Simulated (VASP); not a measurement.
## Cr: single point with PBE

The system is Cr.

```xyz
1
Lattice="-1.4844 1.4844 1.4844 1.4844 -1.4844 1.4844 1.4844 1.4844 -1.4844" Properties=species:S:1:pos:R:3 pbc="T T T"
Cr    0.0000    0.0000    0.0000
```

```
Program                : VASP 6.6.1
Task                   : single point
Functional             : PBE
Potentials or basis    : VASP PAW PBE potentials, release 64 (Cr_pv)
Cutoff                 : 520 eV
k mesh                 : 12 × 12 × 12
Occupations            : gaussian, width 0.013 eV
Spin                   : collinear spin, ferromagnetic start
Starting moments       : [3.0] μB
Dipole correction      : no
Further INCAR settings : ALGO = Normal; EDIFF = 1e-06; NBANDS = 16
```

The pressure is -25.5 GPa. The band gap on the k mesh is zero (filled and empty bands overlap), the net moment is 0.00 μB per cell and the valence electrons inside the program's atomic spheres are Cr 10.82.

Levels at points of the mesh, in eV from the Fermi level:
Spin up:
| k point | band 2 | band 3 | band 4 | band 5 | band 6 | band 7 | band 8 | band 9 | band 10 | band 11 |
| --- | --- | --- | --- | --- | --- | --- | --- | --- | --- | --- |
| (0.00, 0.00, 0.00) | -42.84 | -42.84 | -7.38 | -0.74 | -0.74 | -0.74 | 1.01 | 1.01 | 7.10 | 21.33 |
| (0.50, 0.00, 0.00) | -43.03 | -42.84 | -3.82 | -2.03 | 0.87 | 0.99 | 1.28 | 2.40 | 7.09 | 8.56 |
| (0.50, 0.50, 0.50) | -43.27 | -43.27 | -3.58 | -3.58 | 2.08 | 2.08 | 2.08 | 7.10 | 9.56 | 9.56 |
Spin down:
```tsv
k point	band 4	band 5	band 6	band 7	band 8	band 9
(0.00, 0.00, 0.00)	-7.38	-0.74	-0.74	-0.74	1.01	1.01
(0.50, 0.00, 0.00)	-3.82	-2.03	0.88	0.99	1.28	2.40
(0.50, 0.50, 0.50)	-3.58	-3.58	2.08	2.08	2.08	7.10
```

Wall time 15 s on 1 thread of AMD EPYC 9R45 96-Core Processor (Zen 5), on a shared host, peak memory 0.11 GiB.

Caveat: the starting moments collapsed, and a magnetic state may lie lower.
